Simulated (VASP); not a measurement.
Here is a VASP 6.6.1 calculation.

The input INCAR:

```
SYSTEM = Sn
  PREC = Accurate
  ENCUT = 520
  EDIFF = 1E-7
  ISMEAR = 0
  SIGMA = 0.012
  LREAL = .False.
  LASPH = .True.
  NELM = 60
  ALGO = Fast
  ISIF = 2
  LWAVE = .False.
  LCHARG = .True.
  GGA = PE
  LELF = .True.
  LVHAR = .True.
  NBANDS = 13
```

The input KPOINTS:

```
Automatic mesh
0
Gamma
  11 11 11
  0 0 0
```

File POSCAR:

```
Sn
1.0
   -1.7265390000      1.7755470000      2.3383420000
    1.7265390000     -1.7755470000      2.3383420000
    1.7265390000      1.7755470000     -2.3383420000
Sn
1
Direct
    0.0000000000      0.0000000000      0.0000000000
```

Potentials or basis: VASP PAW PBE potentials, release 64 (Sn_d).

The run is started by

```console
$ cat potpaw_PBE.64/Sn_d/POTCAR > POTCAR
$ mpirun -np 1 vasp_std > vasp.out
```

Task: Predict the pressure.

Result: -1.1 GPa.

Task: What does it give for the band gap on the k mesh?

Result: Zero (bands 7 and 8 overlap by 8.80 eV).

Stress tensor (GPa, compression positive):
```
-0.29  0.00  0.00
 0.00 -2.31  0.00
 0.00  0.00 -0.60
```

Caveat: spin-orbit coupling is left out, which moves the levels of the heavy elements.
